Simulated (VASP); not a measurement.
Input of a VASP 6.6.1 run:

Contents of INCAR:

```
PREC = Accurate
ENCUT = 600
EDIFF = 1E-8
ISMEAR = -1
SIGMA = 0.05
LREAL = F
LASPH = T
NELM = 60
ALGO = Normal
ISIF = 3
LWAVE = F
LCHARG = F
GGA = PE
IBRION = 6
NFREE = 2
POTIM = 0.015
NSW = 1
```

File KPOINTS:

```
regular mesh
0
Gamma
  7 7 7
```

POSCAR

```
Hf
1.0
    0.0000000000      2.2200000000      2.2200000000
    2.2200000000      0.0000000000      2.2200000000
    2.2200000000      2.2200000000      0.0000000000
Hf
1
Direct
    0.0000000000      0.0000000000      0.0000000000
```

Potentials or basis: VASP PAW PBE potentials, release 64 (Hf_pv).

Run with:

```console
$ cat potpaw_PBE.64/Hf_pv/POTCAR > POTCAR
$ mpirun -np 1 vasp_std > vasp.out
```

Problem. What does it give for the elastic constants C11, C12, C44?

Solution. 118, 112, 75 GPa.

Problem. Estimate the Voigt bulk modulus.

Solution. 114 GPa.

Elastic tensor in Voigt notation (GPa, in the Cartesian axes of the cell as first typed):
```
118 112 112   0   0   0
112 118 112   0   0   0
112 112 118   0   0   0
  0   0   0  75   0   0
  0   0   0   0  75   0
  0   0   0   0   0  75
```

Caveat: the cell is under stress, which shifts elastic constants.
